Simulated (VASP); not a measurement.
Runs of VASP 6.6.1 on GePt. The structure is that of space group F-43m (No. 216), or close to it. The cells are those of the table. 

| task | cell | k mesh | cutoff (eV) | gap on the mesh (eV) | pressure (GPa) |
| --- | --- | --- | --- | --- | --- |
| single point | a = 3.979 Å, angles 60.0°, 2 atoms | 18 × 18 × 18 | 520 | none | 0.0 |
| single point | a = 3.979 Å, angles 60.0°, 2 atoms | 6 × 6 × 6 | 520 | none | (a) |
| single point | a = 3.620 Å, angles 60.0°, 2 atoms | 6 × 6 × 6 | 520 | none | 58.0 |
| relaxation of cell and atoms | relaxed from a = 3.620 Å, angles 60.0°, 2 atoms | 6 × 6 × 6 | 600 | none | 0.0 |

Alike in all rows: level PBE; potentials or basis VASP PAW PBE potentials, release 64 (Ge_d, Pt); no spin polarisation; smearing gaussian 0.1 eV.

Q: Fill in the values left out.

A: (a) 0.1.

Caveats: spin-orbit coupling is left out, which moves the levels of the heavy elements.

A k mesh can miss the band edges, and the runs leave out spin-orbit coupling on Ge, Pt.

A gap of «none» marks levels without a gap at the run's occupations.
